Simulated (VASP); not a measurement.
## Zr: single point with PBEsol

Crystal: Zr.

```
CELL_PARAMETERS angstrom
0.00000 2.31678 2.31678
2.31678 0.00000 2.31678
2.31678 2.31678 0.00000
ATOMIC_POSITIONS crystal
Zr 0.87500 0.87500 0.87500
Zr 0.12500 0.12500 0.12500
```

This isn't the form of Zr at room conditions, which is hcp.

```json
{"Program": "VASP 6.6.1", "Task": "single point", "Functional": "PBEsol", "Potentials or basis": "VASP PAW PBE potentials, release 64 (Zr_sv)", "Cutoff": "520 eV", "k mesh": "12 × 12 × 12", "Occupations": "fermi-dirac, width 0.1 eV", "Spin": "no spin polarisation"}
```

The pressure is 255.9 GPa. The band gap on the k mesh is zero (bands 12 and 13 overlap by 4.10 eV).

Levels at points of the mesh, in eV from the Fermi level:
```
           k point  band 8  band 9  band 10  band 11  band 12  band 13  band 14  band 15  band 16  band 17
(0.00, 0.00, 0.00)  -25.37   -6.00    -4.84    -4.84    -0.13    -0.13    -0.13     6.83     6.83     6.83
(0.50, 0.00, 0.00)  -23.21   -4.86    -3.89    -3.89    -2.15    -2.15    -1.68     5.28     8.67     8.67
(0.50, 0.50, 0.00)  -22.25   -6.38    -6.38    -2.20    -2.20     0.99     0.99     7.05     7.05    10.20
```

Wall time 10 s on 1 thread of Intel(R) Xeon(R) 6975P-C (Granite Rapids), on a shared host, peak memory 0.15 GiB.

Caveat: atoms lie so close that the PAW spheres overlap strongly, which falsifies energies and pressures; the cell stands under pressure; the PAW data sets were made with another functional, which shifts forces and pressure a little.
